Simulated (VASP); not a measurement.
# GaC18 in VASP: single point with PBE

Aim: the single point of GaC18 with PBE.

Everything below comes from runs of VASP 6.6.1. Logs are shortened: lines on timing, memory, paths and dates and some standing lists are left out, and cuts for length are marked.

### 1 The cell of the first run

The cell holds a slab with vacuum, 19 atoms: a = 7.398 Å, b = 7.398 Å, c = 12.000 Å, α = 90.00°, β = 90.00°, γ = 120.00°.

### 2 Single point, PBE, collinear spin, zero start

Input file INCAR:

```
ALGO = Normal
EDIFF = 1E-6
ENCUT = 520
GGA = PE
ISIF = 2
ISMEAR = 0
ISPIN = 2
LASPH = True
LCHARG = False
LORBIT = 11
LREAL = Auto
LWAVE = False
MAGMOM = 0 0 0 0 0 0 0 0 0 0 0 0 0 0 0 0 0 0 0
NBANDS = 62
NELM = 150
PREC = Accurate
SIGMA = 0.05
```

Input file KPOINTS:

```
k-points
0
Gamma
  2 2 1
```

Input file POSCAR:

```
GaC18
1.0
    7.3980000000      0.0000000000      0.0000000000
   -3.6990000000      6.4068560000      0.0000000000
    0.0000000000      0.0000000000     12.0000000000
C Ga
18 1
Direct
    0.0025832355     -0.0017681059      0.0815290833
    0.2243114750      0.1098595005      0.0817622500
    0.0025877338      0.3315826046      0.0815182500
    0.2243110400      0.4416796632      0.0817025833
    0.0015845147      0.6644074722      0.0817443333
    0.2234857940      0.7753725072      0.0821407500
    0.3352578577     -0.0010903944      0.0821665833
    0.5587954812      0.1106831494      0.0821303333
    0.3359396861      0.3315871310      0.0815294167
    0.5581372597      0.4426873337      0.0815293333
    0.3352514580      0.6635953735      0.0820845833
    0.5587995984      0.7753675126      0.0820635000
    0.6705730545     -0.0010836829      0.0820752500
    0.8924911962      0.1098596566      0.0816970000
    0.6697638181      0.3325868413      0.0817367500
    0.8914891978      0.4426815586      0.0815310833
    0.6697633315      0.6644082527      0.0816980000
    0.8914832782      0.7760341422      0.0815304167
    0.4478617619      0.8865680764      0.2628300000
```

Potentials or basis: VASP PAW PBE potentials, release 64 (C, Ga_d).

Run with:

```
> cat potpaw_PBE.64/C/POTCAR potpaw_PBE.64/Ga_d/POTCAR > POTCAR
> mpirun -np 1 vasp_std > vasp.out
```

OUTCAR:

```text
EDIFF = 1E-6
   ENCUT = 520
   GGA = PE
   ISIF = 2
   ISMEAR = 0
   ISPIN = 2
   LASPH = True
   LORBIT = 11
   LREAL = Auto
   NELM = 150
   PREC = Accurate

 ion  position               nearest neighbor table
   1  0.003  0.998  0.082-  14 1.42   2 1.42  18 1.42
   2  0.224  0.110  0.082-   9 1.42   1 1.42   7 1.42
   3  0.003  0.332  0.082-  14 1.42   4 1.42  16 1.42
   4  0.224  0.442  0.082-   9 1.42   3 1.42  11 1.42
   5  0.002  0.664  0.082-  16 1.42  18 1.42   6 1.42
   6  0.223  0.775  0.082-   5 1.42   7 1.43  11 1.43
[... 10 lines left out ...]
  17  0.670  0.664  0.082-  18 1.42  10 1.42  12 1.42
  18  0.891  0.776  0.082-  17 1.42   5 1.42   1 1.42
  19  0.448  0.887  0.263-

  LATTYP: Found a hexagonal cell.
 ALAT       =     7.3980000000
 C/A-ratio  =     1.6220600162

  Lattice vectors:

 A1 = (   7.3980000000,   0.0000000000,   0.0000000000)
 A2 = (  -3.6990000000,   6.4068560000,   0.0000000000)
 A3 = (   0.0000000000,   0.0000000000,  12.0000000000)

Analysis of symmetry for initial positions (statically):
=====================================================================
 Subroutine PRICEL returns:
 Original cell was already a primitive cell.

 Routine SETGRP: Setting up the symmetry group for a
 hexagonal supercell.

 Subroutine GETGRP returns: Found  1 space group operations
 (whereof  1 operations were pure point group operations)
 out of a pool of 24 trial point group operations.

The static configuration has the point symmetry C_1 .

Analysis of symmetry for dynamics (positions and initial velocities):
=====================================================================
 Subroutine PRICEL returns:
 Original cell was already a primitive cell.

 Routine SETGRP: Setting up the symmetry group for a
 hexagonal supercell.

 Subroutine GETGRP returns: Found  1 space group operations
 (whereof  1 operations were pure point group operations)
 out of a pool of 24 trial point group operations.

The dynamic configuration has the point symmetry C_1 .

Analysis of structural, dynamic, and magnetic symmetry:
=====================================================================
 Subroutine PRICEL returns:
 Original cell was already a primitive cell.

 Routine SETGRP: Setting up the symmetry group for a
 hexagonal supercell.

 Subroutine GETGRP returns: Found  1 space group operations
 (whereof  1 operations were pure point group operations)
 out of a pool of 24 trial point group operations.
[... 158 lines left out ...]
  ---------------------------------------------------
  ext. energy  EPLUGINS =         0.00000000
  ---------------------------------------------------
  free energy    TOTEN  =      -167.37529154 eV

  energy without entropy =     -167.37529154  energy(sigma->0) =     -167.37529154

 E-fermi :  -0.8530     XC(G=0):  -4.1185

 val. band max:       -1.1092305978   @ k =   0.0000   0.0000   0.0000
 cond. band min:       0.3706396629   @ k =   0.5000   0.5000   0.0000
 fundamental gap:      1.4798702606
 Fermi energy:        -0.8529538637

 spin component 1

 k-point     1 :       0.0000    0.0000    0.0000
  band No.  band energies     occupation
      1     -20.6006      1.00000
      2     -18.2215      1.00000
      3     -18.0763      1.00000
      4     -18.0763      1.00000
      5     -17.8678      1.00000
      6     -17.8678      1.00000
[... 217 lines left out ...]
     53       3.8544      0.00000
     54       3.8979      0.00000
 Fermi energy:        -0.8529538637

 spin component 2

 k-point     1 :       0.0000    0.0000    0.0000
  band No.  band energies     occupation
      1     -20.6006      1.00000
      2     -18.2215      1.00000
      3     -18.0763      1.00000
      4     -18.0763      1.00000
      5     -17.8678      1.00000
      6     -17.8678      1.00000
[... 217 lines left out ...]
     53       3.8546      0.00000
     54       3.8979      0.00000
 [bands above 54 left out]

------------------------ aborting loop because EDIFF is reached ----------------------------------------

  FORCE on cell =-STRESS in cart. coord.  units (eV):
  Direction    XX          YY          ZZ          XY          YZ          ZX
  --------------------------------------------------------------------------------------
  -------------------------------------------------------------------------------------
  Total        5.2654949      5.2615853     -0.0795526     -0.0004002      0.0007513     -0.0086672
  in kB       14.8323254     14.8213125     -0.2240910     -0.0011274      0.0021164     -0.0244144
  external PRESSURE =       9.8098490 kB  Pullay stress =       0.0000000 kB

 VOLUME and BASIS-vectors are now :
 -----------------------------------------------------------------------------
  energy-cutoff  :      520.00
  volume of cell :      568.78
      direct lattice vectors                 reciprocal lattice vectors
     7.398000000  0.000000000  0.000000000     0.135171668  0.078041398  0.000000000
    -3.699000000  6.406856000  0.000000000     0.000000000  0.156082796  0.000000000
     0.000000000  0.000000000 12.000000000     0.000000000  0.000000000  0.083333333

 POSITION                                       TOTAL-FORCE (eV/Angst)
 -----------------------------------------------------------------------------------
     -3.67335      6.39553      0.97835        -0.001228     -0.001284      0.002106
      1.25309      0.70385      0.98115        -0.003129     -0.005735     -0.001908
     -1.20738      2.12440      0.97822        -0.007181     -0.003352     -0.000469
      0.02568      2.82978      0.98043         0.005764     -0.000286      0.000369
     -2.44592      4.25676      0.98093        -0.002394     -0.001331      0.001886
     -1.21476      4.96770      0.98569        -0.005687      0.002577     -0.005371
[... 11 lines left out ...]
      3.72464      4.97194      0.97837         0.005276      0.005732      0.002107
      0.03387      5.68011      3.15396        -0.004336      0.001942      0.020197
 -----------------------------------------------------------------------------------
    total drift:                                0.002387     -0.007741      0.032141

  FREE ENERGIE OF THE ION-ELECTRON SYSTEM (eV)
  ---------------------------------------------------
  free  energy   TOTEN  =      -167.3752915383 eV

  energy  without entropy=     -167.3752915383  energy(sigma->0) =     -167.37529154

 total charge

# of ion       s       p       d       tot
------------------------------------------
    1        0.862   1.795   0.000   2.656
    2        0.861   1.801   0.000   2.662
    3        0.862   1.795   0.000   2.656
    4        0.861   1.801   0.000   2.662
    5        0.861   1.801   0.000   2.662
    6        0.861   1.786   0.000   2.647
[... 11 lines left out ...]
   18        0.862   1.795   0.000   2.656
   19        1.220   0.246   9.946  11.412
--------------------------------------------------
tot         16.718  32.537   9.946  59.201

 magnetization (x)

# of ion       s       p       d       tot
------------------------------------------
    1       -0.000  -0.000   0.000  -0.000
    2       -0.000  -0.000   0.000  -0.000
    3       -0.000  -0.000   0.000  -0.000
    4       -0.000  -0.000   0.000  -0.000
    5       -0.000   0.000   0.000  -0.000
    6       -0.000   0.000   0.000  -0.000
[... 11 lines left out ...]
   18       -0.000  -0.000   0.000  -0.000
   19       -0.000  -0.000  -0.000  -0.000
--------------------------------------------------
tot         -0.000  -0.000  -0.000  -0.000
```

Wall time 8.9 min (1 thread of Intel Xeon Platinum 8488C (Sapphire Rapids), shared host); peak memory 0.88 GiB.

Results:

| Quantity | Value |
| --- | --- |
| Free energy | -167.3753 eV |
| Largest force | 0.021 eV/Å |
| Net moment | 0.00 μB per cell |
| Valence electrons inside the program's atomic spheres | C 2.66, 2.65 (each value once); Ga 11.41 |

Forces on the atoms (eV/Å):
```
C   -0.001 -0.001  0.002
C   -0.003 -0.006 -0.002
C   -0.007 -0.003  0.000
C    0.006  0.000  0.000
C   -0.002 -0.001  0.002
C   -0.006  0.003 -0.005
C    0.000  0.005 -0.001
C   -0.002  0.002 -0.001
C    0.003  0.006 -0.003
C   -0.005  0.003 -0.003
C    0.003 -0.011 -0.005
C    0.011 -0.007 -0.004
C    0.005  0.008 -0.004
C    0.001 -0.001  0.000
C    0.001 -0.003 -0.001
C   -0.001  0.005  0.002
C   -0.003 -0.005  0.000
C    0.005  0.006  0.002
Ga  -0.004  0.002  0.020
```

Caveat: the k points lie up to 0.49 Å⁻¹ apart.
